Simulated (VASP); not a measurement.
Write the native input for VASP 6.6.1 that does the following.

| Quantity | Value |
| --- | --- |
| Task | single point |
| Functional | PBE |
| Potentials or basis | VASP PAW PBE potentials, release 64 (W_sv, Se) |
| Cutoff | 520 eV |
| k mesh | 8 × 8 × 8 |
| Occupations | gaussian, width 0.1 eV |
| Spin | no spin polarisation |
| Dipole correction | no |
| Further INCAR settings | ALGO = Normal; EDIFF = 1e-06; NBANDS = 27 |

The structure of WSe4 lies in POSCAR:

```
WSe4
1.0
    5.4601999309      0.0000000000      0.0000000000
    0.0000000000      5.4601999309      0.0000000000
    0.0000000000      0.0000000000      5.4601999309
W Se
1 4
Direct
    0.0000000000      0.0000000000      0.0000000000
    0.2451384946      0.2451384946      0.2451384946
    0.7548615054      0.7548615054      0.2451384946
    0.2451384946      0.7548615054      0.7548615054
    0.7548615054      0.2451384946      0.7548615054
```

The input as run:

INCAR

```
SYSTEM = WSe4
PREC = Accurate ; ENCUT = 520
EDIFF = 1E-6 ; ISMEAR = 0
SIGMA = 0.1 ; LREAL = .FALSE.
LASPH = .TRUE. ; NELM = 60
ALGO = Normal ; ISIF = 2
LWAVE = .FALSE. ; LCHARG = .FALSE.
GGA = PE ; NBANDS = 27
```

KPOINTS

```
regular mesh
0
G
  8 8 8
  0 0 0
```

Potentials or basis: VASP PAW PBE potentials, release 64 (W_sv, Se).

Launch:

```console
$ cat potpaw_PBE.64/W_sv/POTCAR potpaw_PBE.64/Se/POTCAR > POTCAR
$ mpirun -np 1 vasp_std > vasp.out
```

Results of the run:

- Pressure: 0.1 GPa
- Largest force: 0.049 eV/Å
- Band gap on the k mesh: zero (band 19 reaches 1.24 eV, above the bottom of band 20 at 0.47 eV)

Caveat: spin-orbit coupling is left out, which moves the levels of the heavy elements.

It took 110 s on 1 thread of Intel(R) Xeon(R) Platinum 8259CL CPU @ 2.50GHz (Skylake/Cascade Lake) (shared host), peak memory 0.33 GiB.
